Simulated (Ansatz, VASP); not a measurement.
**Cd in VASP and in Ansatz**

```
CELL_PARAMETERS angstrom
3.23992 0.00000 0.00000
-1.61996 2.80586 0.00000
0.00000 0.00000 5.17314
ATOMIC_POSITIONS crystal
Cd 0.33333 0.66667 0.25000
Cd 0.66667 0.33333 0.75000
```

Alike in both runs: functional PBE; k mesh 15 × 15 × 8; occupations fermi-dirac, width 0.05 eV; no spin polarisation.

Ansatz relaxed the structure, and its values are those at the end. VASP's run is a single point on that final structure, the one shown.

|  | VASP | Ansatz |
| --- | --- | --- |
| version | VASP 6.6.1 | Ansatz 0.2.0 |
| potentials or method | VASP PAW PBE potentials, release 64 (Cd), cutoff 520 eV | all-electron LAPW, non-relativistic |

```tsv
	VASP	Ansatz	Ansatz less VASP
pressure (GPa)	-1.2	0.0	+1.16
```

Ansatz ran all-electron here, and VASP with PAW potentials.
